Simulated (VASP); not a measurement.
# Ni (Fm-3m) in VASP: single point with PBEsol

Aim: the single point of Ni with PBEsol.

Program: VASP 6.6.1. These are calculated values, not measurements. Logs are shortened: lines on timing, memory, paths and dates and some standing lists are left out, and cuts for length are marked.

**1. The cell of the first run**

Symmetry: Fm-3m, No. 225, cubic system. The conventional cell has a = 3.524 Å, b = 3.524 Å, c = 3.524 Å, α = 90.00°, β = 90.00°, γ = 90.00°. Ni (site symmetry m-3m) has 12 Ni at 2.49 Å within 3.3 Å.

**2. Single point, PBEsol, collinear spin, ferromagnetic start**

INCAR

```
PREC     = Accurate       # precision mode
ENCUT    = 600            # plane-wave cutoff, eV
EDIFF    = 1E-6           # SCF threshold, eV
ISMEAR   = -1             # smearing method
SIGMA    = 0.15           # smearing width, eV
LREAL    = F              # projectors in reciprocal space
LASPH    = T              # aspherical terms in the spheres
NELM     = 200            # most SCF steps
ALGO     = Normal         # electronic algorithm
ISIF     = 2              # what is computed and relaxed
LWAVE    = F              # write WAVECAR
LCHARG   = F              # write CHGCAR
ISPIN    = 2              # spin polarisation
MAGMOM   = 1.5            # initial moments
LORBIT   = 11             # projections on sites
LMAXMIX  = 4              # l up to which the mixer works
GGA      = PS             # functional
NBANDS   = 15             # bands
GGA_COMPAT= F
```

KPOINTS

```
regular mesh
0
Gamma
  13 13 13
```

POSCAR

```
Ni
1.0
    0.0000000000      1.7619350000      1.7619350000
    1.7619350000      0.0000000000      1.7619350000
    1.7619350000      1.7619350000      0.0000000000
Ni
1
Direct
    0.0000000000      0.0000000000      0.0000000000
```

Potentials or basis: VASP PAW PBE potentials, release 64 (Ni).

The run is started by

```
$ cat potpaw_PBE.64/Ni/POTCAR > POTCAR
$ mpirun -np 1 vasp_std > vasp.out
```

OUTCAR:

```text
PREC = Accurate
   ENCUT = 600
   EDIFF = 1E-6
   ISMEAR = -1
   LREAL = F
   LASPH = T
   NELM = 200
   ISIF = 2
   ISPIN = 2
   LORBIT = 11
   GGA = PS

 ion  position               nearest neighbor table
   1  0.000  0.000  0.000-

  LATTYP: Found a face centered cubic cell.
 ALAT       =     3.5238700000

  Lattice vectors:

 A1 = (   0.0000000000,   1.7619350000,   1.7619350000)
 A2 = (   1.7619350000,   0.0000000000,   1.7619350000)
 A3 = (   1.7619350000,   1.7619350000,   0.0000000000)

Analysis of symmetry for initial positions (statically):
=====================================================================
 Subroutine PRICEL returns:
 Original cell was already a primitive cell.

 Routine SETGRP: Setting up the symmetry group for a
 face centered cubic supercell.

 Subroutine GETGRP returns: Found 48 space group operations
 (whereof 48 operations were pure point group operations)
 out of a pool of 48 trial point group operations.

The static configuration has the point symmetry O_h .

Analysis of symmetry for dynamics (positions and initial velocities):
=====================================================================
 Subroutine PRICEL returns:
 Original cell was already a primitive cell.

 Routine SETGRP: Setting up the symmetry group for a
 face centered cubic supercell.

 Subroutine GETGRP returns: Found 48 space group operations
 (whereof 48 operations were pure point group operations)
 out of a pool of 48 trial point group operations.

The dynamic configuration has the point symmetry O_h .

Analysis of structural, dynamic, and magnetic symmetry:
=====================================================================
 Subroutine PRICEL returns:
 Original cell was already a primitive cell.

 Routine SETGRP: Setting up the symmetry group for a
 face centered cubic supercell.

 Subroutine GETGRP returns: Found 48 space group operations
 (whereof 48 operations were pure point group operations)
 out of a pool of 48 trial point group operations.

The overall configuration has the point symmetry O_h .

 Subroutine INISYM returns: Found 48 space group operations
 (whereof 48 operations are pure point group operations),
 and found     1 'primitive' translations

----------------------------------------------------------------------------------------

                                     Primitive cell

  volume of cell :      10.9396

  direct lattice vectors                    reciprocal lattice vectors
     0.000000000  1.761935000  1.761935000    -0.283778914  0.283778914  0.283778914
     1.761935000  0.000000000  1.761935000     0.283778914 -0.283778914  0.283778914
     1.761935000  1.761935000  0.000000000     0.283778914  0.283778914 -0.283778914

  length of vectors
     2.491752373  2.491752373  2.491752373     0.491519496  0.491519496  0.491519496

  position of ions in fractional coordinates (direct lattice)
     0.000000000  0.000000000  0.000000000

  ion indices of the primitive-cell ions
   primitive index   ion index
                 1           1

----------------------------------------------------------------------------------------

 KPOINTS: regular mesh

Automatic generation of k-mesh.
 Grid dimensions read from file:
 generate k-points for:   13   13   13

 Generating k-lattice:

  Cartesian coordinates                     Fractional coordinates (reciprocal lattice)
    -0.021829147  0.021829147  0.021829147     0.076923077  0.000000000  0.000000000
     0.021829147 -0.021829147  0.021829147     0.000000000  0.076923077  0.000000000
     0.021829147  0.021829147 -0.021829147     0.000000000  0.000000000  0.076923077

  Length of vectors
     0.037809192  0.037809192  0.037809192

  Shift w.r.t. Gamma in fractional coordinates (k-lattice)
     0.000000000  0.000000000  0.000000000

 Subroutine IBZKPT returns following result:
 ===========================================

 Found     84 irreducible k-points:

 Following reciprocal coordinates:
            Coordinates               Weight
  0.000000  0.000000  0.000000      1.000000
  0.076923  0.000000  0.000000      8.000000
  0.153846  0.000000  0.000000      8.000000
  0.230769  0.000000  0.000000      8.000000
  0.307692  0.000000  0.000000      8.000000
  0.384615  0.000000  0.000000      8.000000
[... 16 lines left out ...]
  0.384615  0.153846  0.000000     24.000000
  0.461538  0.153846  0.000000     24.000000
 [... further k-points ...]
   k-points           NKPTS =     84   k-points in BZ     NKDIM =     84   number of bands    NBANDS=     15
   number of dos      NEDOS =    301   number of ions     NIONS =      1
   total plane-waves  NPLWV =   8000
   dimension x,y,z NGX =    20 NGY =   20 NGZ =   20
   dimension x,y,z NGXF=    40 NGYF=   40 NGZF=   40
   ions per type =               1
   NGX,Y,Z   is equivalent  to a cutoff of  13.34, 13.34, 13.34 a.u.
   NGXF,Y,Z  is equivalent  to a cutoff of  26.69, 26.69, 26.69 a.u.
 SYSTEM =  unknown system
   PREC   = accura    normal or accurate (medium, high low for compatibility)
   ISTART =      0    job   : 0-new  1-cont  2-samecut
   ICHARG =      2    charge: 1-file 2-atom 10-const
   ISPIN  =      2    spin polarized calculation?
   LNONCOLLINEAR =      F non collinear calculations
   LSORBIT =      F    spin-orbit coupling
   LASPH  =      T    aspherical Exc in radial PAW
   ENCUT  =  600.0 eV  44.10 Ry    6.64 a.u.   4.98  4.98  4.98*2*pi/ulx,y,z
   NELM   =    200;   NELMIN=  2; NELMDL= -5     # of ELM steps
   EDIFF  = 0.1E-05   stopping-criterion for ELM
   LREAL  =      F    real-space projection
   EDIFFG = 0.1E-04   stopping-criterion for IOM
   NSW    =      0    number of steps for IOM
   IBRION =     -1    ionic relax: 0-MD 1-quasi-New 2-CG
   NFREE  =      0    steps in history (QN), initial steepest desc. (CG)
   ISIF   =      2    stress and relaxation
   ISYM   =      2    0-nonsym 1-usesym 2-fastsym
   POTIM  = 0.5000    time-step for ionic-motion
   TEBEG  =    0.0;   TEEND  =   0.0 temperature during run
   PSTRESS=    0.0 pullay stress
   NELECT =      10.0000    total number of electrons
   NUPDOWN=      -1.0000    fix difference up-down
   EMIN   =  10.00;   EMAX   =-10.00  energy-range for DOS
   EFERMI =   0.00;   METHOD = LEGACY
   ISMEAR =    -1;   SIGMA  =   0.15  broadening in eV -4-tet -1-fermi 0-gaus
   EFERMI_NEDOS =   21; number of points for ismear=-14 and -15
   IALGO  =     38    algorithm
   IMIX   =      4    mixing-type and parameters
     AMIX     =   0.40;   BMIX     =  1.00
     AMIX_MAG =   1.60;   BMIX_MAG =  1.00
  volume/ion in A,a.u.               =      10.94        73.82
  Fermi-wavevector in a.u.,A,eV,Ry     =   1.588821  3.002436 34.345893  2.524352
  Thomas-Fermi vector in A             =   2.687765
   LORBIT       =     11    0 simple, 1 ext, 2 COOP (PROOUT), +10 PAW based schemes
   GGA     = PS    functional components
   LHFCALC =     F    Hartree Fock is set to
   AEXX    =    0.0000 exact exchange contribution
   IVDW    =     0    specifies the selected vdW correction
   LEPSILON=     F    determine dielectric tensor
   LRPA    =     F    only Hartree local field effects (RPA)
 spin polarized calculation
  energy-cutoff  :      600.00
  volume of cell :       10.94
 maximum number of plane-waves:       373
   NGX =  9   NGY =  9   NGZ =  9

 number of electron      10.0000010 magnetization       0.5817309

 Free energy of the ion-electron system (eV)
  ---------------------------------------------------
  ext. energy  EPLUGINS =         0.00000000
  ---------------------------------------------------
  free energy    TOTEN  =        -6.17897297 eV

  energy without entropy =       -6.05839225  energy(sigma->0) =       -6.11868261

 E-fermi :   9.0912     XC(G=0): -13.4026

 val. band max:        9.0847107217   @ k =   0.3846   0.3846   0.0000
 cond. band min:       9.0920893200   @ k =  -0.3846   0.3077   0.0000
 fundamental gap:      0.0073785983
 Fermi energy:         9.0911603989

 spin component 1

 k-point     1 :       0.0000    0.0000    0.0000
  band No.  band energies     occupation
      1       0.0869      1.00000
      2       6.7418      1.00000
      3       6.7418      1.00000
      4       6.7418      1.00000
      5       7.8723      0.99970
      6       7.8723      0.99970
      7      32.7566      0.00000
      8      36.5509      0.00000
      9      36.5509      0.00000
     10      36.5509      0.00000
     11      39.4620      0.00000
     12      39.4620      0.00000
     13      39.4620      0.00000
     14      42.4945      0.00000
     15      48.6982      0.00000
[... 397 lines left out ...]
 k-point    24 :       0.4615    0.1538    0.0000
  band No.  band energies     occupation
      1       4.6488      1.00000
      2       6.3129      1.00000
      3       6.7490      1.00000
      4       7.1268      1.00000
      5       8.5762      0.96872
      6       9.9392      0.00349
      7      16.9387      0.00000
      8      27.8096      0.00000
      9      29.4366      0.00000
     10      31.5965      0.00000
     11      41.5452      0.00000
     12      41.7600      0.00000
     13      44.7057      0.00000
     14      47.9730      0.00000
     15      55.1358      0.00000

 [... further k-points ...]

 spin component 2

 k-point     1 :       0.0000    0.0000    0.0000
  band No.  band energies     occupation
      1       0.0807      1.00000
      2       7.3934      0.99999
      3       7.3934      0.99999
      4       7.3934      0.99999
      5       8.4624      0.98510
      6       8.4624      0.98510
      7      32.6554      0.00000
      8      36.5630      0.00000
      9      36.5630      0.00000
     10      36.5630      0.00000
     11      39.5713      0.00000
     12      39.5713      0.00000
     13      39.5713      0.00000
     14      42.4049      0.00000
     15      48.8673      0.00000
[... 397 lines left out ...]
 k-point    24 :       0.4615    0.1538    0.0000
  band No.  band energies     occupation
      1       4.9740      1.00000
      2       6.7306      1.00000
      3       7.2832      0.99999
      4       7.7239      0.99989
      5       9.2622      0.24233
      6      10.3729      0.00019
      7      17.1839      0.00000
      8      27.8670      0.00000
      9      29.5230      0.00000
     10      31.6593      0.00000
     11      41.5498      0.00000
     12      41.8081      0.00000
     13      44.7732      0.00000
     14      48.1495      0.00000
     15      56.4277      0.00000

 [... further k-points ...]
[... 5 lines left out ...]
  --------------------------------------------------------------------------------------
  -------------------------------------------------------------------------------------
  Total       -0.6675687     -0.6675687     -0.6675687      0.0000000      0.0000000     -0.0000000
  in kB      -97.7702854    -97.7702854    -97.7702854      0.0000000      0.0000000     -0.0000000
  external PRESSURE =     -97.7702854 kB  Pullay stress =       0.0000000 kB

 VOLUME and BASIS-vectors are now :
 -----------------------------------------------------------------------------
  energy-cutoff  :      600.00
  volume of cell :       10.94
      direct lattice vectors                 reciprocal lattice vectors
     0.000000000  1.761935000  1.761935000    -0.283778914  0.283778914  0.283778914
     1.761935000  0.000000000  1.761935000     0.283778914 -0.283778914  0.283778914
     1.761935000  1.761935000  0.000000000     0.283778914  0.283778914 -0.283778914

 POSITION                                       TOTAL-FORCE (eV/Angst)
 -----------------------------------------------------------------------------------
      0.00000      0.00000      0.00000         0.000000     -0.000000      0.000000
 -----------------------------------------------------------------------------------
    total drift:                                0.000000      0.000000      0.000000

  FREE ENERGIE OF THE ION-ELECTRON SYSTEM (eV)
  ---------------------------------------------------
  free  energy   TOTEN  =        -6.1789729656 eV

  energy  without entropy=       -6.0583922505  energy(sigma->0) =       -6.11868261

 total charge

# of ion       s       p       d       tot
------------------------------------------
    1        0.498   0.498   8.308   9.303

 magnetization (x)

# of ion       s       p       d       tot
------------------------------------------
    1       -0.005  -0.020   0.616   0.590
```

Wall time 17 s (1 thread of Intel Xeon 6975P-C (Granite Rapids), shared host); peak memory 0.15 GiB.

What came out:

```
Free energy                                           : -6.1790 eV
Pressure                                              : -9.8 GPa
Net moment                                            : 0.58 μB per cell
Site moments                                          : Ni +0.59 μB
Valence electrons inside the program's atomic spheres : Ni 9.30
```

Levels at points of the mesh, in eV from the Fermi level:
Spin up:
```tsv
k point	band 2	band 3	band 4	band 5	band 6	band 7	band 8	band 9
(0.00, 0.00, 0.00)	-2.35	-2.35	-2.35	-1.22	-1.22	23.67	27.46	27.46
```
Spin down:
```csv
k point,band 2,band 3,band 4,band 5,band 6,band 7,band 8,band 9
"(0.00, 0.00, 0.00)",-1.70,-1.70,-1.70,-0.63,-0.63,23.56,27.47,27.47
```

Caveat: the PAW data sets were made with another functional, which shifts forces and pressure a little.
